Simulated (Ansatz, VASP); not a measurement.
**Si in VASP and in Ansatz**

```
Si
1.0
     0.00000    5.43000    5.43000
     5.43000    0.00000    5.43000
     5.43000    5.43000    0.00000
Si
17
Cartesian
  -0.0033 -0.0013 -0.0387
  1.3751 1.3788 1.3324
  2.7061 2.7193 -0.0071
  4.0453 4.0514 1.3317
  2.7445 0.0011 2.7109
  4.0633 1.3614 4.0721
  5.4245 2.6817 2.7101
  6.7995 4.0567 4.0851
  -0.0034 2.7475 2.7128
  1.3586 4.0642 4.0752
  2.6740 5.4289 2.7127
  4.0455 6.8095 4.0912
  2.7131 2.7140 5.4285
  4.0650 4.0696 6.7809
  5.4250 5.4314 5.4598
  6.7862 6.7920 6.7786
  5.4189 5.4336 2.7061
```

Alike in both runs: functional LDA; k mesh 2 × 2 × 2; occupations gaussian, width 0.02 eV; no spin polarisation.

Ansatz relaxed the structure, and its values are those at the end. VASP's run is a single point on that final structure, the one shown.

```csv
,VASP,Ansatz
version,VASP 6.6.1,Ansatz 0.2.0
potentials or method,"VASP PAW LDA potentials, release 64 (Si), cutoff 520 eV","scalar-relativistic, plane waves, PAW"
valence electrons in the cell,68,68
```

|  | VASP | Ansatz | Ansatz less VASP |
| --- | --- | --- | --- |
| rms of the force components (eV/Å) | 0.010 | 0.010 | -0.0004 |

Ansatz warns that its potentials were made for another functional, while VASP's fit it. LDA's correlation is that of Perdew and Zunger in VASP and of Perdew and Wang (1992) in Ansatz.

The k mesh is coarse, so the values compare programs but aren't converged.
